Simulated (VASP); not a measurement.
# SnO2 (Cmm2) in VASP: notebook

SnO2 is run at these levels: r2SCAN; tasks: single point.

Everything below comes from runs of VASP 6.6.1. Logs are shortened: lines on timing, memory, paths and dates and some standing lists are left out, and cuts for length are marked.

## 1. The cell of the first run

It takes space group Cmm2 (No. 35, orthorhombic). Conventional cell: a = 6.732 Å, b = 6.732 Å, c = 3.201 Å, α = 90.00°, β = 90.00°, γ = 90.00°. Within 2.7 Å of Sn (site symmetry mm2) lie 6 O at 2.05 to 2.09 Å. Sn (site symmetry mm2) has 6 O at 2.06 to 2.07 Å within 2.7 Å. Within 2.7 Å of O (site symmetry m) lie 3 Sn at 2.06 to 2.07 Å and 1 O at 2.61 Å. Within 2.7 Å of O (site symmetry m) lie 3 Sn at 2.05 to 2.09 Å and 1 O at 2.61 Å.

## 2. Single point, r2SCAN (atom 1 (Sn) moved +0.025 Å towards its neighbour atom 1 (Sn) at 3.201 Å)

The input, POSCAR:

```
SnO2
1.0
    4.7602164773      0.0000000000      0.0000000000
    0.0000000000      4.7602164773      0.0000000000
    0.0000000000      0.0000000000      3.2005650988
Sn O
2 4
Direct
    0.0000000000      0.0000000000     -0.0078111206
    0.5000000000      0.5000000000      0.5000000000
    0.3058934984      0.3058934984      0.0000000000
    0.1941065016      0.8058934984      0.5000000000
    0.6941065016      0.6941065016      0.0000000000
    0.8058934984      0.1941065016      0.5000000000
```

The input, INCAR.step1:

```
PREC     = Accurate       # precision mode
ENCUT    = 520            # plane-wave cutoff, eV
ISMEAR   = 0              # smearing method
SIGMA    = 0.05           # smearing width, eV
LREAL    = False          # projectors in reciprocal space
LASPH    = True           # aspherical terms in the spheres
NELM     = 60             # most SCF steps
NBANDS   = 35             # bands
GGA      = PE             # functional
ALGO     = Normal         # electronic algorithm
EDIFF    = 1E-4           # SCF threshold, eV
LWAVE    = True           # write WAVECAR
LCHARG   = False          # write CHGCAR
```

The input, INCAR.step2:

```
PREC     = Accurate       # precision mode
ENCUT    = 520            # plane-wave cutoff, eV
EDIFF    = 1E-6           # SCF threshold, eV
ISMEAR   = 0              # smearing method
SIGMA    = 0.05           # smearing width, eV
LREAL    = False          # projectors in reciprocal space
LASPH    = True           # aspherical terms in the spheres
NELM     = 60             # most SCF steps
ALGO     = Normal         # electronic algorithm
ISIF     = 2              # what is computed and relaxed
LWAVE    = False          # write WAVECAR
LCHARG   = False          # write CHGCAR
METAGGA  = R2SCAN         # meta-GGA
LMIXTAU  = True         
NBANDS   = 35             # bands
ISTART   = 1
```

The input, KPOINTS:

```
Automatic mesh
0
Gamma
  6 6 8
```

Potentials or basis: VASP PAW PBE potentials, release 64 (Sn_d, O).

The run is started by

```bash
$ cat potpaw_PBE.64/Sn_d/POTCAR potpaw_PBE.64/O/POTCAR > POTCAR
$ cp INCAR.step1 INCAR
$ mpirun -np 1 vasp_std > vasp.out
$ cp INCAR.step2 INCAR
$ mpirun -np 1 vasp_std > vasp.out
```

OUTCAR:

```text
PREC = Accurate
   ENCUT = 520
   EDIFF = 1E-6
   ISMEAR = 0
   LREAL = False
   LASPH = True
   NELM = 60
   ISIF = 2
   METAGGA = R2SCAN
   ISTART = 1

 ion  position               nearest neighbor table
   1  0.000  0.000  0.992-   4 2.05   6 2.05   5 2.06   3 2.06   4 2.09   6 2.09   2 3.72   2 3.72
                             2 3.72   2 3.72   2 3.74   2 3.74   2 3.74   2 3.74
   2  0.500  0.500  0.500-   4 2.06   6 2.06   5 2.07   3 2.07   3 2.07   5 2.07   1 3.72   1 3.72
                             1 3.72   1 3.72   1 3.74   1 3.74   1 3.74   1 3.74
   3  0.306  0.306  0.000-   1 2.06   2 2.07   2 2.07
   4  0.194  0.806  0.500-   1 2.05   2 2.06   1 2.09
   5  0.694  0.694  0.000-   1 2.06   2 2.07   2 2.07
   6  0.806  0.194  0.500-   1 2.05   2 2.06   1 2.09

  LATTYP: Found a simple tetragonal cell.
 ALAT       =     4.7602164773
 C/A-ratio  =     0.6723570481

  Lattice vectors:

 A1 = (   4.7602164773,   0.0000000000,   0.0000000000)
 A2 = (   0.0000000000,   4.7602164773,   0.0000000000)
 A3 = (   0.0000000000,   0.0000000000,   3.2005650988)

Analysis of symmetry for initial positions (statically):
=====================================================================
 Subroutine PRICEL returns:
 Original cell was already a primitive cell.

 Routine SETGRP: Setting up the symmetry group for a
 simple tetragonal supercell.

 Subroutine GETGRP returns: Found  4 space group operations
 (whereof  4 operations were pure point group operations)
 out of a pool of 16 trial point group operations.

The static configuration has the point symmetry C_2v.

Analysis of symmetry for dynamics (positions and initial velocities):
=====================================================================
 Subroutine PRICEL returns:
 Original cell was already a primitive cell.

 Routine SETGRP: Setting up the symmetry group for a
 simple tetragonal supercell.

 Subroutine GETGRP returns: Found  4 space group operations
 (whereof  4 operations were pure point group operations)
 out of a pool of 16 trial point group operations.

The dynamic configuration has the point symmetry C_2v.

 Subroutine INISYM returns: Found  4 space group operations
 (whereof  4 operations are pure point group operations),
 and found     1 'primitive' translations

----------------------------------------------------------------------------------------

                                     Primitive cell

  volume of cell :      72.5237

  direct lattice vectors                    reciprocal lattice vectors
     4.760216477  0.000000000  0.000000000     0.210074480  0.000000000  0.000000000
     0.000000000  4.760216477  0.000000000     0.000000000  0.210074480  0.000000000
     0.000000000  0.000000000  3.200565099     0.000000000  0.000000000  0.312444824

  length of vectors
     4.760216477  4.760216477  3.200565099     0.210074480  0.210074480  0.312444824

  position of ions in fractional coordinates (direct lattice)
     0.000000000  0.000000000  0.992188879
     0.500000000  0.500000000  0.500000000
     0.305893498  0.305893498  0.000000000
     0.194106502  0.805893498  0.500000000
     0.694106502  0.694106502  0.000000000
     0.805893498  0.194106502  0.500000000

  ion indices of the primitive-cell ions
   primitive index   ion index
                 1           1
                 2           2
                 3           3
                 4           4
                 5           5
                 6           6

----------------------------------------------------------------------------------------

 KPOINTS: Automatic mesh

Automatic generation of k-mesh.
 Grid dimensions read from file:
 generate k-points for:    6    6    8

 Generating k-lattice:

  Cartesian coordinates                     Fractional coordinates (reciprocal lattice)
     0.035012413  0.000000000  0.000000000     0.166666667  0.000000000  0.000000000
     0.000000000  0.035012413  0.000000000     0.000000000  0.166666667  0.000000000
     0.000000000  0.000000000  0.039055603     0.000000000  0.000000000  0.125000000

  Length of vectors
     0.035012413  0.035012413  0.039055603

  Shift w.r.t. Gamma in fractional coordinates (k-lattice)
     0.000000000  0.000000000  0.000000000

 Subroutine IBZKPT returns following result:
 ===========================================

 Found     65 irreducible k-points:

 Following reciprocal coordinates:
            Coordinates               Weight
  0.000000  0.000000  0.000000      1.000000
  0.166667  0.000000  0.000000      4.000000
  0.333333  0.000000  0.000000      4.000000
  0.500000  0.000000  0.000000      2.000000
  0.166667  0.166667  0.000000      2.000000
 -0.166667  0.166667  0.000000      2.000000
[... 16 lines left out ...]
  0.333333  0.333333  0.125000      4.000000
 -0.333333  0.333333  0.125000      4.000000
 [... further k-points ...]
   k-points           NKPTS =     65   k-points in BZ     NKDIM =     65   number of bands    NBANDS=     35
   number of dos      NEDOS =    301   number of ions     NIONS =      6
   total plane-waves  NPLWV =  31104
   dimension x,y,z NGX =    36 NGY =   36 NGZ =   24
   dimension x,y,z NGXF=    72 NGYF=   72 NGZF=   48
   ions per type =               2   4
   NGX,Y,Z   is equivalent  to a cutoff of  12.57, 12.57, 12.47 a.u.
   NGXF,Y,Z  is equivalent  to a cutoff of  25.15, 25.15, 24.93 a.u.
 SYSTEM =  unknown system
   PREC   = accura    normal or accurate (medium, high low for compatibility)
   ISTART =      1    job   : 0-new  1-cont  2-samecut
   ICHARG =      0    charge: 1-file 2-atom 10-const
   ISPIN  =      1    spin polarized calculation?
   LNONCOLLINEAR =      F non collinear calculations
   LSORBIT =      F    spin-orbit coupling
   LASPH  =      T    aspherical Exc in radial PAW
   ENCUT  =  520.0 eV  38.22 Ry    6.18 a.u.   8.85  8.85  5.95*2*pi/ulx,y,z
   NELM   =     60;   NELMIN=  2; NELMDL=  0     # of ELM steps
   EDIFF  = 0.1E-05   stopping-criterion for ELM
   LREAL  =      F    real-space projection
   EDIFFG = 0.1E-04   stopping-criterion for IOM
   NSW    =      0    number of steps for IOM
   IBRION =     -1    ionic relax: 0-MD 1-quasi-New 2-CG
   NFREE  =      0    steps in history (QN), initial steepest desc. (CG)
   ISIF   =      2    stress and relaxation
   ISYM   =      2    0-nonsym 1-usesym 2-fastsym
   POTIM  = 0.5000    time-step for ionic-motion
   TEBEG  =    0.0;   TEEND  =   0.0 temperature during run
   PSTRESS=    0.0 pullay stress
   NELECT =      52.0000    total number of electrons
   NUPDOWN=      -1.0000    fix difference up-down
   EMIN   =  10.00;   EMAX   =-10.00  energy-range for DOS
   EFERMI =   0.00;   METHOD = LEGACY
   ISMEAR =     0;   SIGMA  =   0.05  broadening in eV -4-tet -1-fermi 0-gaus
   EFERMI_NEDOS =   21; number of points for ismear=-14 and -15
   IALGO  =     38    algorithm
   IMIX   =      4    mixing-type and parameters
     AMIX     =   0.40;   BMIX     =  1.00
     AMIX_MAG =   1.60;   BMIX_MAG =  1.00
  volume/ion in A,a.u.               =      12.09        81.57
  Fermi-wavevector in a.u.,A,eV,Ry     =   1.465264  2.768948 29.211695  2.146999
  Thomas-Fermi vector in A             =   2.581142
   LORBIT       =      0    0 simple, 1 ext, 2 COOP (PROOUT), +10 PAW based schemes
   METAGGA = R2SCAN    functional components
   LHFCALC =     F    Hartree Fock is set to
   AEXX    =    0.0000 exact exchange contribution
   IVDW    =     0    specifies the selected vdW correction
   LEPSILON=     F    determine dielectric tensor
   LRPA    =     F    only Hartree local field effects (RPA)
 non-spin polarized calculation
 Gauss-broadening in eV      SIGMA  =   0.05
  energy-cutoff  :      520.00
  volume of cell :       72.52
 maximum number of plane-waves:      1992
   NGX = 17   NGY = 17   NGZ = 11

 number of electron      51.9999988 magnetization

 Free energy of the ion-electron system (eV)
  ---------------------------------------------------
  ext. energy  EPLUGINS =         0.00000000
  ---------------------------------------------------
  free energy    TOTEN  =       -84.62304677 eV

  energy without entropy =      -84.62304677  energy(sigma->0) =      -84.62304677

 E-fermi :   5.8654     XC(G=0): -11.9691

 val. band max:        5.5562236471   @ k =   0.0000   0.0000   0.0000
 cond. band min:       7.3497350066   @ k =   0.0000   0.0000   0.0000
 fundamental gap:      1.7935113595
 Fermi energy:         5.8653617111

 k-point     1 :       0.0000    0.0000    0.0000
  band No.  band energies     occupation
      1     -16.1808      2.00000
      2     -15.2674      2.00000
      3     -14.9728      2.00000
      4     -14.9674      2.00000
      5     -14.9448      2.00000
      6     -14.9056      2.00000
[... 27 lines left out ...]
     34      18.6535      0.00000
     35      18.9982      0.00000

 k-point     2 :       0.1667    0.0000    0.0000
  band No.  band energies     occupation
      1     -16.1337      2.00000
      2     -15.3270      2.00000
      3     -14.9768      2.00000
      4     -14.9658      2.00000
      5     -14.9463      2.00000
      6     -14.9397      2.00000
[... 27 lines left out ...]
     34      18.6169      0.00000
     35      18.9440      0.00000

 k-point     3 :       0.3333    0.0000    0.0000
  band No.  band energies     occupation
      1     -15.9958      2.00000
      2     -15.5268      2.00000
      3     -14.9859      2.00000
      4     -14.9625      2.00000
      5     -14.9588      2.00000
      6     -14.9467      2.00000
[... 27 lines left out ...]
     34      18.6112      0.00000
     35      18.8818      0.00000

 k-point     4 :       0.5000    0.0000    0.0000
  band No.  band energies     occupation
      1     -15.7809      2.00000
      2     -15.7807      2.00000
      3     -14.9825      2.00000
      4     -14.9632      2.00000
      5     -14.9606      2.00000
      6     -14.9469      2.00000
[... 27 lines left out ...]
     34      18.7659      0.00000
     35      19.1382      0.00000

 k-point     5 :       0.1667    0.1667    0.0000
  band No.  band energies     occupation
      1     -16.0982      2.00000
      2     -15.3993      2.00000
      3     -14.9733      2.00000
      4     -14.9682      2.00000
      5     -14.9620      2.00000
      6     -14.9366      2.00000
[... 638 lines left out ...]
 k-point    22 :       0.5000    0.1667    0.1250
  band No.  band energies     occupation
      1     -15.7704      2.00000
      2     -15.7650      2.00000
      3     -15.1528      2.00000
      4     -15.1490      2.00000
      5     -14.8930      2.00000
      6     -14.8919      2.00000
[... 27 lines left out ...]
     34      18.7084      0.00000
     35      19.0330      0.00000

 k-point    23 :       0.3333    0.3333    0.1250
  band No.  band energies     occupation
      1     -15.8883      2.00000
      2     -15.6839      2.00000
      3     -15.1644      2.00000
      4     -15.1495      2.00000
      5     -14.9060      2.00000
      6     -14.8877      2.00000
[... 27 lines left out ...]
     34      18.7293      0.00000
     35      18.7980      0.00000

 k-point    24 :      -0.3333    0.3333    0.1250
  band No.  band energies     occupation
      1     -15.8875      2.00000
      2     -15.6855      2.00000
      3     -15.1598      2.00000
      4     -15.1532      2.00000
      5     -14.9057      2.00000
      6     -14.8880      2.00000
[... 27 lines left out ...]
     34      18.7295      0.00000
     35      18.7995      0.00000

 [... further k-points ...]

------------------------ aborting loop because EDIFF is reached ----------------------------------------

  FORCE on cell =-STRESS in cart. coord.  units (eV):
  Direction    XX          YY          ZZ          XY          YZ          ZX
  --------------------------------------------------------------------------------------
  -------------------------------------------------------------------------------------
  Total        0.4280208      0.4280208      0.6890586     -0.0220512      0.0000000      0.0000000
  in kB        9.4557378      9.4557378     15.2225249     -0.4871507      0.0000000      0.0000000
  external PRESSURE =      11.3780002 kB  Pullay stress =       0.0000000 kB

 VOLUME and BASIS-vectors are now :
 -----------------------------------------------------------------------------
  energy-cutoff  :      520.00
  volume of cell :       72.52
      direct lattice vectors                 reciprocal lattice vectors
     4.760216477  0.000000000  0.000000000     0.210074480  0.000000000  0.000000000
     0.000000000  4.760216477  0.000000000     0.000000000  0.210074480  0.000000000
     0.000000000  0.000000000  3.200565099     0.000000000  0.000000000  0.312444824

 POSITION                                       TOTAL-FORCE (eV/Angst)
 -----------------------------------------------------------------------------------
      0.00000      0.00000      3.17557         0.000000      0.000000      0.519221
      2.38011      2.38011      1.60028         0.000000      0.000000     -0.007118
      1.45612      1.45612      0.00000        -0.019075     -0.019075     -0.010437
      0.92399      3.83623      1.60028         0.028651     -0.028651     -0.245614
      3.30410      3.30410      0.00000         0.019075      0.019075     -0.010437
      3.83623      0.92399      1.60028        -0.028651      0.028651     -0.245614
 -----------------------------------------------------------------------------------
    total drift:                                0.000000      0.000000      0.002785

  FREE ENERGIE OF THE ION-ELECTRON SYSTEM (eV)
  ---------------------------------------------------
  free  energy   TOTEN  =       -84.6230467673 eV

  energy  without entropy=      -84.6230467673  energy(sigma->0) =      -84.62304677
```

Wall time 5.8 min (1 thread of AMD EPYC 9R45 (Zen 5), shared host); peak memory 0.23 GiB.

What came out:

| Item | Value |
| --- | --- |
| Free energy | -84.6230 eV |
| Pressure | 1.1 GPa |
| Largest force | 0.519 eV/Å |
| Band gap on the k mesh | 1.79 eV |

Forces in eV/Å, atoms in the order of the input:
```
Sn   0.000  0.000  0.519
Sn   0.000  0.000 -0.007
O   -0.019 -0.019 -0.010
O    0.029 -0.029 -0.246
O    0.019  0.019 -0.010
O   -0.029  0.029 -0.246
```

Caveat: the cell differs from its parent crystal (atom 1 (Sn) moved +0.025 Å towards its neighbour atom 1 (Sn) at 3.201 Å); the PAW data sets were made with another functional, which shifts forces and pressure a little; spin-orbit coupling is left out, which moves the levels of the heavy elements.

## 3. Single point, r2SCAN (atom 1 (Sn) moved +0.087 Å towards its neighbour atom 1 (Sn) at 3.201 Å)

Edit POSCAR of step 2 so:

```diff
@@ -8,3 +8,3 @@
 Direct
-    0.0000000000      0.0000000000     -0.0078111206
+    0.0000000000      0.0000000000     -0.0273389221
     0.5000000000      0.5000000000      0.5000000000
```

The input, INCAR.step1:

```
  ALGO = Normal
  EDIFF = 1E-4
  ENCUT = 520
  GGA = PE
  ISMEAR = 0
  LASPH = T
  LCHARG = F
  LREAL = F
  LWAVE = T
  NBANDS = 35
  NELM = 100
  PREC = Accurate
  SIGMA = 0.05
```

The input, INCAR.step2:

```
  ALGO = Normal
  EDIFF = 1E-6
  ENCUT = 520
  ISIF = 2
  ISMEAR = 0
  ISTART = 1
  LASPH = T
  LCHARG = F
  LMIXTAU = T
  LREAL = F
  LWAVE = F
  METAGGA = R2SCAN
  NBANDS = 35
  NELM = 100
  PREC = Accurate
  SIGMA = 0.05
```

The input, KPOINTS:

```
k-points
0
Gamma
  6 6 8
```

Potentials or basis: VASP PAW PBE potentials, release 64 (Sn_d, O).

The run is started by

```bash
$ cat potpaw_PBE.64/Sn_d/POTCAR potpaw_PBE.64/O/POTCAR > POTCAR
$ cp INCAR.step1 INCAR
$ mpirun -np 1 vasp_std > vasp.out
$ cp INCAR.step2 INCAR
$ mpirun -np 1 vasp_std > vasp.out
```

Run time: 4.7 min. Hardware: 1 thread of AMD EPYC 9R45 (Zen 5), shared host; peak memory 0.23 GiB.

The run converged. Its results:

| Item | Value |
| --- | --- |
| Free energy | -84.5498 eV |
| Pressure | 1.7 GPa |
| Largest force | 1.839 eV/Å |
| Band gap on the k mesh | 1.79 eV |

Forces in eV/Å, atoms in the order of the input:
```
Sn   0.000  0.000  1.839
Sn   0.000  0.000 -0.024
O   -0.032 -0.032 -0.037
O    0.153 -0.153 -0.871
O    0.032  0.032 -0.037
O   -0.153  0.153 -0.871
```

Stress tensor (GPa, compression positive):
```
 1.40 -0.61  0.00
-0.61  1.40  0.00
 0.00  0.00  2.41
```

Levels at points of the mesh, in eV from the valence-band top:
```csv
k point,band 24,band 25,band 26,band 27,band 28,band 29
"(0.00, 0.00, 0.00)",-0.77,-0.77,0.00,1.79,6.78,7.05
"(0.50, 0.00, 0.00)",-1.16,-0.62,-0.62,4.99,5.01,7.80
"(0.50, 0.50, 0.00)",-1.29,-0.93,-0.91,5.41,5.45,8.22
"(0.00, 0.00, 0.50)",-1.66,-1.27,-1.25,6.84,6.89,10.49
"(0.50, 0.00, 0.50)",-1.10,-0.69,-0.68,7.13,7.15,8.86
"(0.50, 0.50, 0.50)",-0.94,-0.86,-0.84,5.51,5.54,9.65
```

Caveat: the cell differs from its parent crystal (atom 1 (Sn) moved +0.087 Å towards its neighbour atom 1 (Sn) at 3.201 Å); the PAW data sets were made with another functional, which shifts forces and pressure a little; spin-orbit coupling is left out, which moves the levels of the heavy elements.
